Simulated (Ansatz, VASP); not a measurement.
**Ni: VASP beside Ansatz**

INCAR

```
SYSTEM = Ni
PREC = Accurate
ENCUT = 520
EDIFF = 1E-7
ISMEAR = -1
SIGMA = 0.05
LREAL = .FALSE.
LASPH = .TRUE.
NELM = 150
ALGO = Normal
ISIF = 2
LWAVE = .FALSE.
LCHARG = .FALSE.
ISPIN = 2
MAGMOM = 0.529
LORBIT = 11
LMAXMIX = 4
GGA = PS
NBANDS = 15
```

File KPOINTS:

```
Automatic mesh
0
G
  15 15 15
  0 0 0
```

Contents of POSCAR:

```
Ni
1.0
    2.2574162784      0.0000000000      0.0000000000
    0.0000000000      2.2574162784      0.0000000000
    0.0000000000      0.0000000000      2.2574162784
Ni
1
Direct
    0.0000000000      0.0000000000      0.0000000000
```

Input for Ansatz:

```yaml
crystal:
  lattice:
    - [2.2574162784, 0.0, 0.0]
    - [0.0, 2.2574162784, 0.0]
    - [0.0, 0.0, 2.2574162784]
  atoms:
    - { symbol: Ni, position: [0.0, 0.0, 0.0], spin: 0.529 }
hamiltonian:
  xc: pbesol
  pseudopotentials:
    kind: paw
    azcp:
      Ni: "pseudopotentials/Ni.paw.azcp"
basis:
  ecutwfc: 420
  fft_grid_basis: typed
kpoints:
  mp_grid: { grid: [15, 15, 15], shift: [0, 0, 0] }
magnetization:
  spin_polarized: true
scf:
  occupations: { method: fermi_dirac, width: 0.05 }
  lower_state_search: "off"
output:
  stress: true
```

Alike in both runs: task single point; functional PBEsol; k mesh 15 × 15 × 15; occupations fermi-dirac, width 0.05 eV; collinear spin.

```csv
,VASP,Ansatz
version,VASP 6.6.1,Ansatz 0.2.0
potentials or method,"VASP PAW PBE potentials, release 64 (Ni), cutoff 520 eV","plane waves (420 eV) with PAW, scalar-relativistic"
valence electrons in the cell,10,18
```

Ansatz gave:

```
pressure (GPa)                                                : 7.5
net moment per atom (μB)                                      : 0.43
size of the moment on the site where the two differ most (μB) : 0.44
```

Problem. Which values does VASP return?

Solution. Pressure (GPa): 7.3; net moment per atom (μB): 0.42; size of the moment on the site where the two differ most (μB): 0.42.

VASP's potentials were made for PBE, not for PBEsol, and Ansatz warns of the same on its side. Site moments also hang on the region over which each program counts them. With one functional, cell and mesh, what is left measures potentials, basis and numerics. VASP's potentials hold 10 valence electrons a cell and Ansatz's 18, so a difference there can come from the potentials and not from the codes.
